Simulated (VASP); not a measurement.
Runs of VASP 6.6.1 on InAs. The structure is that of space group F-43m (No. 216), or close to it. The cells are those of the table. 

| level | cell | gap on the mesh (eV) | pressure (GPa) |
| --- | --- | --- | --- |
| r2SCAN | a = 4.276 Å, angles 60.0°, 2 atoms | (b) | 1.9 |
| PBE | a = 4.419 Å, angles 60.0°, 2 atoms | none | -1.3 |
| PBE | a = 4.332 Å, angles 60.0°, 2 atoms | none | (a) |
| PBE | a = 4.287 Å, angles 60.0°, 2 atoms | none | 3.6 |
| r2SCAN | a = 4.320 Å, angles 60.0°, 2 atoms | 0.08 | 0.0 |
| PBE | a = 4.462 Å, angles 60.0°, 2 atoms | none | -2.4 |
| r2SCAN | a = 4.363 Å, angles 60.0°, 2 atoms | none | -1.5 |
| r2SCAN | a = 4.232 Å, angles 60.0°, 2 atoms | 0.42 | 4.1 |

Alike in all rows: task single point; potentials or basis VASP PAW PBE potentials, release 64 (In_d, As); no spin polarisation; k mesh 6 × 6 × 6; cutoff (eV) 520; smearing fermi-dirac 0.02 eV.

**Question.** Estimate the missing entries.

**Answer.** (a) 1.7; (b) 0.25.

Caveats: spin-orbit coupling is left out, which moves the levels of the heavy elements; semilocal functionals underestimate gaps, so a narrow gap can read as zero (at least some runs); the PAW data sets were made with another functional, which shifts forces and pressure a little (at least some runs); the cell stands under pressure (at least some runs).

A k mesh can miss the band edges, and the runs leave out spin-orbit coupling on As, In.

A gap of «none» marks levels without a gap at the run's occupations.
